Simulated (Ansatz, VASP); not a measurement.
Two plane-wave programs on SrO

Contents of INCAR:

```
  AGGAC = 1.0
  AGGAX = 1.0
  ALDAC = 0.0
  ALDAX = 1.0
  ALGO = Normal
  EDIFF = 1E-6
  ENCUT = 520
  GGA = B5
  ISIF = 2
  ISMEAR = 0
  IVDW = 12
  LASPH = True
  LCHARG = False
  LREAL = False
  LWAVE = False
  NBANDS = 15
  NELM = 80
  PREC = Accurate
  SIGMA = 0.05
  VDW_A1 = 0.4298
  VDW_A2 = 4.2359
  VDW_S6 = 1.0
  VDW_S8 = 2.6996
```

Contents of KPOINTS:

```
k-points
0
Gamma
  8 8 8
```

File POSCAR:

```
SrO
1.0
    0.0000000000      2.5705926867      2.5705926867
    2.5705926867      0.0000000000      2.5705926867
    2.5705926867      2.5705926867      0.0000000000
Sr O
1 1
Direct
    0.5000000000      0.5000000000      0.5000000000
    0.0000000000      0.0000000000      0.0000000000
```

Input for Ansatz:

```yaml
crystal:
  lattice:
    - [0.0, 2.5705926867, 2.5705926867]
    - [2.5705926867, 0.0, 2.5705926867]
    - [2.5705926867, 2.5705926867, 0.0]
  atoms:
    - { symbol: Sr, position: [0.5, 0.5, 0.5] }
    - { symbol: O, position: [0.0, 0.0, 0.0] }
basis:
  ecutwfc: 420
  ecutrho_ratio: 4
kpoints:
  mp_grid: { grid: [8, 8, 8] }
hamiltonian:
  xc: blyp
  dispersion: d3bj
scf:
  occupations: { method: gaussian, width: 0.05 }
output:
  forces: true
  stress: true
  eigenvalues: true
```

Alike in both runs: task single point; functional BLYP; dispersion D3(BJ); k mesh 8 × 8 × 8; occupations gaussian, width 0.05 eV; no spin polarisation.

```csv
,VASP,Ansatz
version,VASP 6.6.1,Ansatz 0.2.0
potentials or method,"VASP PAW PBE potentials, release 64 (Sr_sv, O), cutoff 520 eV","scalar-relativistic, plane waves, PAW"
valence electrons in the cell,16,16
```

|  | VASP | Ansatz | Ansatz less VASP |
| --- | --- | --- | --- |
| gap on the k mesh at the Fermi level (eV) | 3.39 | 3.45 | +0.058 |
| least direct gap on the mesh (eV) | 3.48 | 3.53 | +0.049 |
| pressure (GPa) | 0.6 | 0.0 | -0.62 |

VASP's potentials were made for PBE, not for BLYP.
